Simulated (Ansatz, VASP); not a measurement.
## One calculation of SnTe, two programs

```
Sn Te
1.0
     0.00000    3.18935    3.18935
     3.18935    0.00000    3.18935
     3.18935    3.18935    0.00000
Sn Te
1 1
Cartesian
  0.0000 0.0000 0.0000
  3.1894 3.1894 3.1894
```

Alike in both runs: task single point; functional PBE; k mesh 8 × 8 × 8; occupations fermi-dirac, width 0.02 eV; no spin polarisation.

|  | VASP | Ansatz |
| --- | --- | --- |
| version | VASP 6.6.1 | Ansatz 0.2.0 |
| potentials or method | VASP PAW PBE potentials, release 64 (Sn_d, Te) | plane waves, PAW |
| plane-wave cutoff (eV) | 520 | 420 |
| valence electrons in the cell | 20 | 30 |

|  | VASP | Ansatz | Ansatz less VASP |
| --- | --- | --- | --- |
| pressure (GPa) | 0.6 | 0.6 | +0.02 |

VASP's potentials hold 20 valence electrons a cell and Ansatz's 30, so a difference there can come from the potentials and not from the codes.

Neither program's run includes spin-orbit coupling.
